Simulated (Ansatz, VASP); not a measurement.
**One calculation of TiB5, two programs**

```xyz
6
Lattice="4.1585 0.0000 0.0000 -2.0793 3.6014 0.0000 0.0000 0.0000 2.8933" Properties=species:S:1:pos:R:3 pbc="T T T"
Ti    0.0000    0.0000    0.0000
B     0.0000    2.4009    0.0000
B     2.0793    1.2005    0.0000
B     2.0793    0.0000    1.4466
B     1.0396    1.8007    1.4466
B    -1.0396    1.8007    1.4466
```

Change from the starting cell: species swapped into the YCo5 type (P6/mmm, No. 191).

Alike in both runs: functional PBE; k mesh 12 × 12 × 14; occupations gaussian, width 0.1 eV; no spin polarisation.

Ansatz relaxed the structure, and its values are those at the end. VASP's run is a single point on that final structure, the one shown.

|  | VASP | Ansatz |
| --- | --- | --- |
| version | VASP 6.6.1 | Ansatz 0.2.0 |
| potentials or method | VASP PAW PBE potentials, release 64 (Ti_sv, B), cutoff 520 eV | scalar-relativistic, plane waves, PAW |
| valence electrons in the cell | 27 | 27 |

```csv
,VASP,Ansatz,Ansatz less VASP
gap on the k mesh at the Fermi level (eV),none,none,-
pressure (GPa),0.0,0.0,-0.05
```

A gap of «none» marks a metal or a gap that the smearing closes. With one functional, cell and mesh, what is left measures potentials, basis and numerics.
